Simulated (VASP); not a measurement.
A run of VASP 6.6.1:

Contents of INCAR:

```
SYSTEM = Rb
  ALGO = Normal
  EDIFF = 1E-7
  ENCUT = 520
  GGA = PE
  ISIF = 2
  ISMEAR = 0
  LASPH = .True.
  LCHARG = .False.
  LREAL = .False.
  LWAVE = .False.
  NBANDS = 26
  NELM = 100
  PREC = Accurate
  SIGMA = 0.1
```

The input KPOINTS:

```
k-points
0
Gamma
  10 10 4
  0 0 0
```

POSCAR

```
Rb
1.0
    4.4229279275     -2.5075715706     -0.0137437763
    4.4229279275      2.5075715706     -0.0137437763
   -2.8801055859      0.0000000000     16.4013471519
Rb
4
Direct
    0.2036088803      0.2036088803      0.1250745286
    0.7963911197      0.7963911197      0.8749254714
    0.3838045376      0.3838045376      0.6250436312
    0.6161954624      0.6161954624      0.3749563688
```

Potentials or basis: VASP PAW PBE potentials, release 64 (Rb_sv).

Command:

```bash
$ cat potpaw_PBE.64/Rb_sv/POTCAR > POTCAR
$ mpirun -np 1 vasp_std > vasp.out
```

Hardware: 1 thread of Intel(R) Xeon(R) 6975P-C (Granite Rapids), on a shared host.

How long does it take, and how much memory?

Run time: 11 min on 1 thread of Intel(R) Xeon(R) 6975P-C (Granite Rapids), on a shared host, peak memory 1 GiB. Counts: scf iterations 13, k points 117.
